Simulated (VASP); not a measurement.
The system is Ta3N.

```
CELL_PARAMETERS angstrom
3.03222 0.00000 0.00000
-1.51611 2.62598 0.00000
0.00000 0.00000 7.52414
ATOMIC_POSITIONS crystal
Ta 0.00000 0.00000 0.50000
Ta 0.33333 0.66667 0.17393
Ta 0.66667 0.33333 0.82607
N 0.00000 0.00000 0.00000
```

| Item | Value |
| --- | --- |
| Program | VASP 6.6.1 |
| Task | relaxation of cell and atoms |
| Functional | PBEsol |
| Potentials or basis | VASP PAW PBE potentials, release 64 (Ta_pv, N) |
| Cutoff | 600 eV |
| k mesh | 18 × 18 × 6 |
| Occupations | gaussian, width 0.1 eV |
| Spin | no spin polarisation |

At the start: pressure -7.7 GPa; volume 14.98 Å³/atom.

Task: How do energy, volume and symmetry change on relaxing?

Result: Over 9 steps the energy falls by 11.6 meV/atom and the volume is 14.53 Å³/atom (-3.0 %); space group P-3m1 (No. 164, to 0.1 Å) before and after.

The path:
```csv
step,energy change (eV),largest force (eV/Å),pressure (GPa),volume (Å³)
1,0.0000,0.3263,-7.73,59.91
2,0.2652,0.8728,24.35,53.86
3,-0.0460,0.0562,-0.20,58.16
4,-0.0460,0.0482,0.02,58.12
5,-0.0460,0.0420,0.19,58.08
6,-0.0461,0.0163,-0.31,58.20
7,-0.0462,0.0231,-0.18,58.17
8,-0.0462,0.0234,0.13,58.12
9,-0.0462,0.0038,0.00,58.14
```

Final structure:
```
Ta N
1.0
     2.99958    0.00000    0.00000
    -1.49979    2.59772    0.00000
     0.00000    0.00000    7.46142
Ta N
3 1
Cartesian
  0.0000 0.0000 3.7307
  0.0000 1.7318 1.2913
  1.4998 0.8659 6.1701
  0.0000 0.0000 0.0000
```

Caveat: the PAW data sets were made with another functional, which shifts forces and pressure a little.
